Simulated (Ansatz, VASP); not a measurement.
**Co: VASP beside Ansatz**

```
Co
1.0
     0.00000    2.42848    2.42848
     2.42848    0.00000    2.42848
     2.42848    2.42848    0.00000
Co
2
Direct
  0.12500 0.12500 0.12500
  0.87500 0.87500 0.87500
```

Alike in both runs: task single point; functional LDA; k mesh 13 × 13 × 13; occupations fermi-dirac, width 0.1 eV; no spin polarisation.

|  | VASP | Ansatz |
| --- | --- | --- |
| version | VASP 6.6.1 | Ansatz 0.2.0 |
| potentials or method | VASP PAW LDA potentials, release 64 (Co_sv), cutoff 600 eV | plane waves (420 eV) with PAW, scalar-relativistic |
| valence electrons in the cell | 34 | 34 |

```tsv
	VASP	Ansatz	Ansatz less VASP
pressure (GPa)	-8.5	-6.0	+2.58
```

Ansatz warns that its potentials were made for another functional, while VASP's fit it. LDA's correlation is that of Perdew and Zunger in VASP and of Perdew and Wang (1992) in Ansatz.
